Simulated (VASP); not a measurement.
# LiMg8 in VASP: single point with LDA

Aim: the single point of LiMg8 with LDA.

Program: VASP 6.6.1. These are calculated values, not measurements. Logs are shortened: lines on timing, memory, paths and dates and some standing lists are left out, and cuts for length are marked.

## Step 1: The cell of the first run

The cell holds a slab with vacuum, 9 atoms: a = 6.293 Å, b = 5.039 Å, c = 19.085 Å, α = 90.00°, β = 90.00°, γ = 90.00°.

## Step 2: Single point, LDA

Contents of INCAR:

```
SYSTEM = LiMg8
ALGO = Normal
DIPOL = 0.5 0.5 0.331
EDIFF = 1E-7
ENCUT = 520
IDIPOL = 3
ISIF = 2
ISMEAR = 0
LASPH = .TRUE.
LCHARG = .TRUE.
LDIPOL = .TRUE.
LELF = .TRUE.
LREAL = .FALSE.
LVACPOTAV = .TRUE.
LVHAR = .TRUE.
LWAVE = .FALSE.
NBANDS = 20
NELM = 100
PREC = Accurate
SIGMA = 0.1
```

Contents of KPOINTS:

```
k-points
0
G
  4 5 1
  0 0 0
```

Contents of POSCAR:

```
LiMg8
1.0
    6.2932257366      0.0000000000      0.0000000000
    0.0000000000      5.0388886594      0.0000000000
    0.0000000000      0.0000000000     19.0846137325
Mg Li
8 1
Direct
    0.0000000000      0.7500000000      0.2095929242
    0.5000000000      0.7500000000      0.2095929242
    0.2500000000      0.2500000000      0.2571887995
    0.7500000000      0.2500000000      0.2571887995
    0.2500000000      0.7500000000      0.3565915112
    0.7500000000      0.7500000000      0.3565915112
    0.0000000000      0.2500000000      0.3974203428
    0.5000000000      0.2500000000      0.3974203428
    0.0000000000      0.2500000000      0.5347460032
```

Potentials or basis: VASP PAW LDA potentials, release 64 (Mg, Li_sv).

On the command line:

```sh
cat potpaw_LDA.64/Mg/POTCAR potpaw_LDA.64/Li_sv/POTCAR > POTCAR
mpirun -np 1 vasp_std > vasp.out
```

OUTCAR:

```text
SYSTEM = LiMg8
   EDIFF = 1E-7
   ENCUT = 520
   ISIF = 2
   ISMEAR = 0
   LASPH = .TRUE.
   LREAL = .FALSE.
   NELM = 100
   PREC = Accurate

 ion  position               nearest neighbor table
   1  0.000  0.750  0.210-   3 3.11   4 3.11   3 3.11   4 3.11   2 3.15   2 3.15   6 3.22   5 3.22

   2  0.500  0.750  0.210-   3 3.11   4 3.11   3 3.11   4 3.11   1 3.15   1 3.15   6 3.22   5 3.22

   3  0.250  0.250  0.257-   7 3.10   8 3.10   1 3.11   2 3.11   1 3.11   2 3.11   4 3.15   4 3.15
                             5 3.15   5 3.15
   4  0.750  0.250  0.257-   7 3.10   8 3.10   1 3.11   2 3.11   1 3.11   2 3.11   3 3.15   3 3.15
                             6 3.15   6 3.15
   5  0.250  0.750  0.357-   7 3.07   8 3.07   7 3.07   8 3.07   6 3.15   6 3.15   3 3.15   3 3.15
                             1 3.22   2 3.22
   6  0.750  0.750  0.357-   7 3.07   8 3.07   7 3.07   8 3.07   5 3.15   5 3.15   4 3.15   4 3.15
                             1 3.22   2 3.22
   7  0.000  0.250  0.397-   9 2.62   6 3.07   5 3.07   5 3.07   6 3.07   4 3.10   3 3.10   8 3.15
                             8 3.15
   8  0.500  0.250  0.397-   5 3.07   6 3.07   5 3.07   6 3.07   3 3.10   4 3.10   7 3.15   7 3.15

   9  0.000  0.250  0.535-   7 2.62

  LATTYP: Found a simple orthorhombic cell.
 ALAT       =     5.0388886594
 B/A-ratio  =     1.2489312946
 C/A-ratio  =     3.7874648603

  Lattice vectors:

 A1 = (   0.0000000000,  -5.0388886594,   0.0000000000)
 A2 = (   6.2932257366,   0.0000000000,   0.0000000000)
 A3 = (   0.0000000000,   0.0000000000,  19.0846137325)

Analysis of symmetry for initial positions (statically):
=====================================================================
 Subroutine PRICEL returns:
 Original cell was already a primitive cell.

 Routine SETGRP: Setting up the symmetry group for a
 simple orthorhombic supercell.

 Subroutine GETGRP returns: Found  4 space group operations
 (whereof  2 operations were pure point group operations)
 out of a pool of  8 trial point group operations.

The static configuration has the point symmetry C_1h.
 The point group associated with its full space group is C_2v.

Analysis of symmetry for dynamics (positions and initial velocities):
=====================================================================
 Subroutine PRICEL returns:
 Original cell was already a primitive cell.

 Routine SETGRP: Setting up the symmetry group for a
 simple orthorhombic supercell.

 Subroutine GETGRP returns: Found  4 space group operations
 (whereof  2 operations were pure point group operations)
[... 113 lines left out ...]
   NUPDOWN=      -1.0000    fix difference up-down
   EMIN   =  10.00;   EMAX   =-10.00  energy-range for DOS
   EFERMI =   0.00;   METHOD = LEGACY
   ISMEAR =     0;   SIGMA  =   0.10  broadening in eV -4-tet -1-fermi 0-gaus
   EFERMI_NEDOS =   21; number of points for ismear=-14 and -15
   IALGO  =     38    algorithm
   IMIX   =      4    mixing-type and parameters
     AMIX     =   0.40;   BMIX     =  1.00
     AMIX_MAG =   1.60;   BMIX_MAG =  1.00
  volume/ion in A,a.u.               =      67.24       453.78
  Fermi-wavevector in a.u.,A,eV,Ry     =   0.516451  0.975950  3.628964  0.266721
  Thomas-Fermi vector in A             =   1.532387
   LORBIT       =      0    0 simple, 1 ext, 2 COOP (PROOUT), +10 PAW based schemes
   GGA     = CA    functional components
   LHFCALC =     F    Hartree Fock is set to
   AEXX    =    0.0000 exact exchange contribution
   IVDW    =     0    specifies the selected vdW correction
   LEPSILON=     F    determine dielectric tensor
   LRPA    =     F    only Hartree local field effects (RPA)
 non-spin polarized calculation
 Gauss-broadening in eV      SIGMA  =   0.10
  energy-cutoff  :      520.00
  volume of cell :      605.19
 maximum number of plane-waves:     16352
 NGX is ok and might be reduce to    48
   NGX = 23   NGY = 19   NGZ = 71

 number of electron      18.9999995 magnetization

 dipolmoment           0.000000      0.000000     -0.276980 electrons x Angstroem

 Free energy of the ion-electron system (eV)
  ---------------------------------------------------
  ext. energy  EPLUGINS =         0.00000000
  ---------------------------------------------------
  free energy    TOTEN  =       -12.93647250 eV

  energy without entropy =      -12.91537452  energy(sigma->0) =      -12.92592351

 E-fermi :  -1.1593     XC(G=0):  -3.9834

 val. band max:       -1.1694000564   @ k =   0.0000   0.0000   0.0000
 cond. band min:      -1.1191594180   @ k =   0.5000   0.4000   0.0000
 fundamental gap:      0.0502406384
 Fermi energy:        -1.1593212271

 k-point     1 :       0.0000    0.0000    0.0000
  band No.  band energies     occupation
      1     -49.1267      2.00000
      2      -7.3884      2.00000
      3      -5.2601      2.00000
      4      -3.7412      2.00000
      5      -3.6252      2.00000
      6      -2.7588      2.00000
[... 196 lines left out ...]
     19       2.1754      0.00000
     20       2.2840      0.00000

------------------------ aborting loop because EDIFF is reached ----------------------------------------

  FORCE on cell =-STRESS in cart. coord.  units (eV):
  Direction    XX          YY          ZZ          XY          YZ          ZX
  --------------------------------------------------------------------------------------
  -------------------------------------------------------------------------------------
  Total       -2.7015387     -2.7037509     -1.3285380      0.0000000      0.0000000      0.0000000
  in kB       -7.1520466     -7.1579031     -3.5171681      0.0000000      0.0000000      0.0000000
  external PRESSURE =      -5.9423726 kB  Pullay stress =       0.0000000 kB

 VOLUME and BASIS-vectors are now :
 -----------------------------------------------------------------------------
  energy-cutoff  :      520.00
  volume of cell :      605.19
      direct lattice vectors                 reciprocal lattice vectors
     6.293225737  0.000000000  0.000000000     0.158901022  0.000000000  0.000000000
     0.000000000  5.038888659  0.000000000     0.000000000  0.198456459  0.000000000
     0.000000000  0.000000000 19.084613732     0.000000000  0.000000000  0.052398231

 POSITION                                       TOTAL-FORCE (eV/Angst)
 -----------------------------------------------------------------------------------
      0.00000      3.77917      4.00000         0.000000      0.000000      0.256166
      3.14661      3.77917      4.00000         0.000000      0.000000      0.292359
      1.57331      1.25972      4.90835        -0.003272     -0.000000     -0.141567
      4.71992      1.25972      4.90835         0.003272      0.000000     -0.141567
      1.57331      3.77917      6.80541         0.014951      0.000000      0.068925
      4.71992      3.77917      6.80541        -0.014951      0.000000      0.068925
      0.00000      1.25972      7.58461         0.000000      0.000000     -0.564291
      3.14661      1.25972      7.58461         0.000000      0.000000      0.162458
      0.00000      1.25972     10.20542         0.000000      0.000000     -0.001408
 -----------------------------------------------------------------------------------
    total drift:                                0.000000      0.000000     -0.000158

  FREE ENERGIE OF THE ION-ELECTRON SYSTEM (eV)
  ---------------------------------------------------
  free  energy   TOTEN  =       -12.9364725025 eV

  energy  without entropy=      -12.9153745198  energy(sigma->0) =      -12.92592351

 vacuum level on the upper side and lower side of the slab         0.889         2.495
```

It took 2.1 min on 1 thread of Intel Xeon Platinum 8488C (Sapphire Rapids), shared host; peak memory 0.47 GiB.

Results:

```
Free energy            : -12.9365 eV
Largest force          : 0.564 eV/Å
Band gap on the k mesh : zero (an odd number of electrons rules out a gap without spin polarisation)
```

Forces on the atoms (eV/Å):
```
Mg   0.000  0.000  0.256
Mg   0.000  0.000  0.292
Mg  -0.003  0.000 -0.142
Mg   0.003  0.000 -0.142
Mg   0.015  0.000  0.069
Mg  -0.015  0.000  0.069
Mg   0.000  0.000 -0.564
Mg   0.000  0.000  0.162
Li   0.000  0.000 -0.001
```

Caveat: the cutoff is under 1.25 times the usual one of these potentials, so pressure, stress and relaxed cells hold a basis-set (Pulay) error.

The gap in the log of VASP goes by the Fermi energy; the results here count the filled bands.